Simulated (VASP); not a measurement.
Input of a VASP 6.6.1 run:

The input INCAR:

```
SYSTEM = Sb
PREC     = Accurate       ! precision mode
ENCUT    = 500            ! plane-wave cutoff, eV
EDIFF    = 1E-6           ! SCF threshold, eV
ISMEAR   = -1             ! smearing method
SIGMA    = 0.05           ! smearing width, eV
LREAL    = .False.        ! projectors in reciprocal space
LASPH    = .True.         ! aspherical terms in the spheres
NELM     = 120            ! most SCF steps
ALGO     = Normal         ! electronic algorithm
ISIF     = 2              ! what is computed and relaxed
LWAVE    = .False.        ! write WAVECAR
LCHARG   = .True.         ! write CHGCAR
GGA      = PS             ! functional
LELF     = .True.         ! ELF
LVHAR    = .True.       
NBANDS   = 12             ! bands
GGA_COMPAT= .False.
```

Contents of KPOINTS:

```
regular mesh
0
Gamma
  8 8 8
  0 0 0
```

Contents of POSCAR:

```
Sb
1.0
    2.2403680000      1.2934770679      3.7580000000
   -2.2403680000      1.2934770679      3.7580000000
    0.0000000000     -2.5869541358      3.7580000000
Sb
2
Direct
    0.7665100000      0.7665100000      0.7665100000
    0.2334900000      0.2334900000      0.2334900000
```

Potentials or basis: VASP PAW PBE potentials, release 64 (Sb).

The run is started by

```bash
$ cat potpaw_PBE.64/Sb/POTCAR > POTCAR
$ mpirun -np 1 vasp_std > vasp.out
```

Question: What does it give for the band gap on the k mesh?

Answer: Zero (band 5 reaches 6.09 eV, above the bottom of band 6 at 5.90 eV).

Question: Predict the pressure.

Answer: -3.9 GPa.

Question: Predict the largest force.

Answer: 0.148 eV/Å.

Forces on the atoms (eV/Å):
```
Sb   0.000  0.000  0.148
Sb   0.000  0.000 -0.148
```

Caveat: the PAW data sets were made with another functional, which shifts forces and pressure a little; spin-orbit coupling is left out, which moves the levels of the heavy elements.
